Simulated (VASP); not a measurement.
# As (Fm-3m) in VASP: single point with PBE

Aim: the single point of As with PBE.

Everything below comes from runs of VASP 6.6.1. Logs are shortened: lines on timing, memory, paths and dates and some standing lists are left out, and cuts for length are marked.

## 1. The cell of the first run

Symmetry: Fm-3m, No. 225, cubic system. Conventional cell: a = 4.294 Å, b = 4.294 Å, c = 4.294 Å, α = 90.00°, β = 90.00°, γ = 90.00°. As (site symmetry m-3m) has 12 As at 3.04 Å within 4.0 Å.

This isn't the form of As at room conditions, which is rhombohedral.

## 2. Single point, PBE

INCAR

```
SYSTEM = As
  PREC = Accurate
  ENCUT = 500
  EDIFF = 1E-6
  ISMEAR = 0
  SIGMA = 0.1
  LREAL = .False.
  LASPH = .True.
  NELM = 120
  ALGO = Normal
  ISIF = 2
  LWAVE = .False.
  LCHARG = .False.
  GGA = PE
  NBANDS = 8
  GGA_COMPAT = .False.
```

KPOINTS

```
regular mesh
0
Gamma
  20 20 20
  0 0 0
```

POSCAR

```
As
1.0
    0.0000000000      2.1472403761      2.1472403761
    2.1472403761      0.0000000000      2.1472403761
    2.1472403761      2.1472403761      0.0000000000
As
1
Direct
    0.0000000000      0.0000000000      0.0000000000
```

Potentials or basis: VASP PAW PBE potentials, release 64 (As).

Started as:

```console
> cat potpaw_PBE.64/As/POTCAR > POTCAR
> mpirun -np 1 vasp_std > vasp.out
```

OUTCAR:

```text
SYSTEM = As
   PREC = Accurate
   ENCUT = 500
   EDIFF = 1E-6
   ISMEAR = 0
   LREAL = .False.
   LASPH = .True.
   NELM = 120
   ISIF = 2
   GGA = PE

 ion  position               nearest neighbor table
   1  0.000  0.000  0.000-

  LATTYP: Found a face centered cubic cell.
 ALAT       =     4.2944807522

  Lattice vectors:

 A1 = (   0.0000000000,   2.1472403761,   2.1472403761)
 A2 = (   2.1472403761,   0.0000000000,   2.1472403761)
 A3 = (   2.1472403761,   2.1472403761,   0.0000000000)

Analysis of symmetry for initial positions (statically):
=====================================================================
 Subroutine PRICEL returns:
 Original cell was already a primitive cell.

 Routine SETGRP: Setting up the symmetry group for a
 face centered cubic supercell.

 Subroutine GETGRP returns: Found 48 space group operations
 (whereof 48 operations were pure point group operations)
 out of a pool of 48 trial point group operations.

The static configuration has the point symmetry O_h .

Analysis of symmetry for dynamics (positions and initial velocities):
=====================================================================
 Subroutine PRICEL returns:
 Original cell was already a primitive cell.

 Routine SETGRP: Setting up the symmetry group for a
 face centered cubic supercell.

 Subroutine GETGRP returns: Found 48 space group operations
 (whereof 48 operations were pure point group operations)
 out of a pool of 48 trial point group operations.

The dynamic configuration has the point symmetry O_h .

 Subroutine INISYM returns: Found 48 space group operations
 (whereof 48 operations are pure point group operations),
 and found     1 'primitive' translations

----------------------------------------------------------------------------------------

                                     Primitive cell

  volume of cell :      19.8003

  direct lattice vectors                    reciprocal lattice vectors
     0.000000000  2.147240376  2.147240376    -0.232857022  0.232857022  0.232857022
     2.147240376  0.000000000  2.147240376     0.232857022 -0.232857022  0.232857022
     2.147240376  2.147240376  0.000000000     0.232857022  0.232857022 -0.232857022

  length of vectors
     3.036656462  3.036656462  3.036656462     0.403320193  0.403320193  0.403320193

  position of ions in fractional coordinates (direct lattice)
     0.000000000  0.000000000  0.000000000

  ion indices of the primitive-cell ions
   primitive index   ion index
                 1           1

----------------------------------------------------------------------------------------

 KPOINTS: regular mesh

Automatic generation of k-mesh.
 Grid dimensions read from file:
 generate k-points for:   20   20   20

 Generating k-lattice:

  Cartesian coordinates                     Fractional coordinates (reciprocal lattice)
    -0.011642851  0.011642851  0.011642851     0.050000000  0.000000000  0.000000000
     0.011642851 -0.011642851  0.011642851     0.000000000  0.050000000  0.000000000
     0.011642851  0.011642851 -0.011642851     0.000000000  0.000000000  0.050000000

  Length of vectors
     0.020166010  0.020166010  0.020166010

  Shift w.r.t. Gamma in fractional coordinates (k-lattice)
     0.000000000  0.000000000  0.000000000

 Subroutine IBZKPT returns following result:
 ===========================================

 Found    256 irreducible k-points:

 Following reciprocal coordinates:
            Coordinates               Weight
  0.000000  0.000000  0.000000      1.000000
  0.050000  0.000000  0.000000      8.000000
  0.100000  0.000000  0.000000      8.000000
  0.150000  0.000000  0.000000      8.000000
  0.200000  0.000000  0.000000      8.000000
  0.250000  0.000000  0.000000      8.000000
[... 16 lines left out ...]
 -0.400000  0.050000  0.000000     24.000000
 -0.350000  0.050000  0.000000     24.000000
 [... further k-points ...]
   k-points           NKPTS =    256   k-points in BZ     NKDIM =    256   number of bands    NBANDS=      8
   number of dos      NEDOS =    301   number of ions     NIONS =      1
   total plane-waves  NPLWV =  13824
   dimension x,y,z NGX =    24 NGY =   24 NGZ =   24
   dimension x,y,z NGXF=    48 NGYF=   48 NGZF=   48
   ions per type =               1
   NGX,Y,Z   is equivalent  to a cutoff of  13.14, 13.14, 13.14 a.u.
   NGXF,Y,Z  is equivalent  to a cutoff of  26.28, 26.28, 26.28 a.u.
 SYSTEM =  As
   PREC   = accura    normal or accurate (medium, high low for compatibility)
   ISTART =      0    job   : 0-new  1-cont  2-samecut
   ICHARG =      2    charge: 1-file 2-atom 10-const
   ISPIN  =      1    spin polarized calculation?
   LNONCOLLINEAR =      F non collinear calculations
   LSORBIT =      F    spin-orbit coupling
   LASPH  =      T    aspherical Exc in radial PAW
   ENCUT  =  500.0 eV  36.75 Ry    6.06 a.u.   5.54  5.54  5.54*2*pi/ulx,y,z
   NELM   =    120;   NELMIN=  2; NELMDL= -5     # of ELM steps
   EDIFF  = 0.1E-05   stopping-criterion for ELM
   LREAL  =      F    real-space projection
   EDIFFG = 0.1E-04   stopping-criterion for IOM
   NSW    =      0    number of steps for IOM
   IBRION =     -1    ionic relax: 0-MD 1-quasi-New 2-CG
   NFREE  =      0    steps in history (QN), initial steepest desc. (CG)
   ISIF   =      2    stress and relaxation
   ISYM   =      2    0-nonsym 1-usesym 2-fastsym
   POTIM  = 0.5000    time-step for ionic-motion
   TEBEG  =    0.0;   TEEND  =   0.0 temperature during run
   PSTRESS=    0.0 pullay stress
   NELECT =       5.0000    total number of electrons
   NUPDOWN=      -1.0000    fix difference up-down
   EMIN   =  10.00;   EMAX   =-10.00  energy-range for DOS
   EFERMI =   0.00;   METHOD = LEGACY
   ISMEAR =     0;   SIGMA  =   0.10  broadening in eV -4-tet -1-fermi 0-gaus
   EFERMI_NEDOS =   21; number of points for ismear=-14 and -15
   IALGO  =     38    algorithm
   IMIX   =      4    mixing-type and parameters
     AMIX     =   0.40;   BMIX     =  1.00
     AMIX_MAG =   1.60;   BMIX_MAG =  1.00
  volume/ion in A,a.u.               =      19.80       133.62
  Fermi-wavevector in a.u.,A,eV,Ry     =   1.034763  1.955418 14.568223  1.070734
  Thomas-Fermi vector in A             =   2.169074
   LORBIT       =      0    0 simple, 1 ext, 2 COOP (PROOUT), +10 PAW based schemes
   GGA     = PE    functional components
   LHFCALC =     F    Hartree Fock is set to
   AEXX    =    0.0000 exact exchange contribution
   IVDW    =     0    specifies the selected vdW correction
   LEPSILON=     F    determine dielectric tensor
   LRPA    =     F    only Hartree local field effects (RPA)
 non-spin polarized calculation
 Gauss-broadening in eV      SIGMA  =   0.10
  energy-cutoff  :      500.00
  volume of cell :       19.80
 maximum number of plane-waves:       531
 NGX is ok and might be reduce to    24
   NGX = 11   NGY = 11   NGZ = 11

 number of electron       5.0000000 magnetization

 Free energy of the ion-electron system (eV)
  ---------------------------------------------------
  ext. energy  EPLUGINS =         0.00000000
  ---------------------------------------------------
  free energy    TOTEN  =        -4.12740849 eV

  energy without entropy =       -4.12421764  energy(sigma->0) =       -4.12581307

 E-fermi :   6.1745     XC(G=0): -10.6057

 val. band max:        6.1641992376   @ k =  -0.2000   0.2000   0.0000
 cond. band min:       6.2097738016   @ k =  -0.3500   0.2000   0.0500
 fundamental gap:      0.0455745640
 Fermi energy:         6.1745031690

 k-point     1 :       0.0000    0.0000    0.0000
  band No.  band energies     occupation
      1      -8.6985      2.00000
      2      11.5654      0.00000
      3      11.5654      0.00000
      4      11.5654      0.00000
      5      18.3139      0.00000
      6      18.3139      0.00000
      7      18.3139      0.00000
      8      19.5637      0.00000

 k-point     2 :       0.0500    0.0000    0.0000
  band No.  band energies     occupation
      1      -8.6419      2.00000
      2      11.0823      0.00000
      3      11.5022      0.00000
      4      11.5022      0.00000
      5      18.0148      0.00000
      6      18.4376      0.00000
      7      18.4376      0.00000
      8      19.8369      0.00000

 k-point     3 :       0.1000    0.0000    0.0000
  band No.  band energies     occupation
      1      -8.4726      2.00000
      2       9.8856      0.00000
      3      11.3308      0.00000
      4      11.3308      0.00000
      5      17.4670      0.00000
      6      18.7615      0.00000
      7      18.7615      0.00000
      8      20.5553      0.00000

 k-point     4 :       0.1500    0.0000    0.0000
  band No.  band energies     occupation
      1      -8.1918      2.00000
      2       8.3616      0.00000
      3      11.0929      0.00000
      4      11.0929      0.00000
      5      16.9515      0.00000
      6      19.1182      0.00000
      7      19.1182      0.00000
      8      21.4435      0.00000

 k-point     5 :       0.2000    0.0000    0.0000
  band No.  band energies     occupation
      1      -7.8025      2.00000
      2       6.7375      0.00000
      3      10.8315      0.00000
      4      10.8315      0.00000
      5      16.5230      0.00000
      6      19.1850      0.00000
      7      19.1850      0.00000
      8      22.0342      0.00000
[... 177 lines left out ...]
 k-point    22 :      -0.4500    0.0500    0.0000
  band No.  band energies     occupation
      1      -4.6065      2.00000
      2      -0.1426      2.00000
      3       9.4473      0.00000
      4       9.9121      0.00000
      5      15.9228      0.00000
      6      16.8906      0.00000
      7      17.4535      0.00000
      8      20.4551      0.00000

 k-point    23 :      -0.4000    0.0500    0.0000
  band No.  band energies     occupation
      1      -5.1198      2.00000
      2       0.6296      2.00000
      3       9.4175      0.00000
      4      10.0795      0.00000
      5      15.9818      0.00000
      6      17.1286      0.00000
      7      17.5140      0.00000
      8      20.6713      0.00000

 k-point    24 :      -0.3500    0.0500    0.0000
  band No.  band energies     occupation
      1      -5.7900      2.00000
      2       1.7769      2.00000
      3       9.4549      0.00000
      4      10.2916      0.00000
      5      16.0713      0.00000
      6      17.5181      0.00000
      7      17.7173      0.00000
      8      21.0293      0.00000

 [... further k-points ...]

------------------------ aborting loop because EDIFF is reached ----------------------------------------

  FORCE on cell =-STRESS in cart. coord.  units (eV):
  Direction    XX          YY          ZZ          XY          YZ          ZX
  --------------------------------------------------------------------------------------
  -------------------------------------------------------------------------------------
  Total       -0.2480182     -0.2480182     -0.2480182      0.0000000     -0.0000000      0.0000000
  in kB      -20.0688303    -20.0688303    -20.0688303      0.0000000     -0.0000000      0.0000000
  external PRESSURE =     -20.0688303 kB  Pullay stress =       0.0000000 kB

 VOLUME and BASIS-vectors are now :
 -----------------------------------------------------------------------------
  energy-cutoff  :      500.00
  volume of cell :       19.80
      direct lattice vectors                 reciprocal lattice vectors
     0.000000000  2.147240376  2.147240376    -0.232857022  0.232857022  0.232857022
     2.147240376  0.000000000  2.147240376     0.232857022 -0.232857022  0.232857022
     2.147240376  2.147240376  0.000000000     0.232857022  0.232857022 -0.232857022

 POSITION                                       TOTAL-FORCE (eV/Angst)
 -----------------------------------------------------------------------------------
      0.00000      0.00000      0.00000        -0.000000     -0.000000     -0.000000
 -----------------------------------------------------------------------------------
    total drift:                                0.000000      0.000000     -0.000000

  FREE ENERGIE OF THE ION-ELECTRON SYSTEM (eV)
  ---------------------------------------------------
  free  energy   TOTEN  =        -4.1274084938 eV

  energy  without entropy=       -4.1242176422  energy(sigma->0) =       -4.12581307
```

Run time: 19 s. Hardware: 1 thread of Intel Xeon 6975P-C (Granite Rapids), shared host; peak memory 0.16 GiB.

What came out:

```
Free energy            : -4.1274 eV
Pressure               : -2.0 GPa
Band gap on the k mesh : zero (an odd number of electrons rules out a gap without spin polarisation)
```

Levels at points of the mesh, in eV from the Fermi level:
| k point | band 1 | band 2 | band 3 | band 4 | band 5 | band 6 | band 7 |
| --- | --- | --- | --- | --- | --- | --- | --- |
| (0.00, 0.00, 0.00) | -14.87 | 5.39 | 5.39 | 5.39 | 12.14 | 12.14 | 12.14 |
| (0.50, 0.00, 0.00) | -10.70 | -6.54 | 3.77 | 3.77 | 9.40 | 11.11 | 11.11 |
| (0.50, 0.50, 0.00) | -8.96 | -5.49 | 0.44 | 0.44 | 4.94 | 5.62 | 23.52 |

Caveat: an odd number of electrons without spin polarisation forces a metal; a magnetic or distorted state may lie lower.

The gap in the log of VASP goes by the Fermi energy; the results here count the filled bands.